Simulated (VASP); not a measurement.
Here is a VASP 6.6.1 calculation.

INCAR

```
SYSTEM = AlN
PREC = Accurate
ENCUT = 520
EDIFF = 1E-6
ISMEAR = -1
SIGMA = 0.1551
LREAL = Auto
LASPH = .True.
NELM = 100
ALGO = Normal
ISIF = 2
LWAVE = .False.
LCHARG = .False.
GGA = PE
NBANDS = 46
```

The input KPOINTS:

```
Automatic mesh
0
Gamma
  2 2 2
  0.5 0.5 0.5
```

POSCAR

```
AlN
1.0
    3.3770756797      0.0000000000     -4.2696929295
    3.3770756797      0.0000000000      4.2696929295
    0.0000000000     -5.8492666582      0.0000000000
Al N
8 8
Direct
    0.9019237873      0.6310347517      0.1508185644
    0.6529961282      0.3514936499      0.6736194860
    0.3825819811      0.1065281712      0.1798775918
    0.0965846487      0.8742520488      0.6712118338
    0.3752826660      0.6188259411      0.3425675588
    0.1568281737      0.3641109958      0.8248816958
    0.9044121081      0.1134093227      0.3044222642
    0.5886310899      0.8578926080      0.8476072796
    0.1101380611      0.3978505547      0.1338249811
    0.8870074553      0.1504931317      0.6719570554
    0.6209470906      0.8781958011      0.1774478855
    0.3409496117      0.6529739240      0.6617610764
    0.1030254259      0.8818713651      0.3254221617
    0.8591230100      0.6642363955      0.8423980796
    0.5978706573      0.4075515843      0.3706775784
    0.3668248361      0.1256547995      0.8261303993
```

Potentials or basis: VASP PAW PBE potentials, release 64 (Al, N).

Run with:

```sh
$ cat potpaw_PBE.64/Al/POTCAR potpaw_PBE.64/N/POTCAR > POTCAR
$ mpirun -np 1 vasp_std > vasp.out
```

(1) What does it give for the band gap on the k mesh?

(2) Predict the largest force.

(3) Predict the pressure.

## Answers

(1) 4.36 eV, direct.

(2) 3.455 eV/Å.

(3) -2.8 GPa.

Caveat: the k points lie up to 0.59 Å⁻¹ apart; forces of over 1 eV/Å act on the atoms, so gaps and moduli don't describe the material at rest.
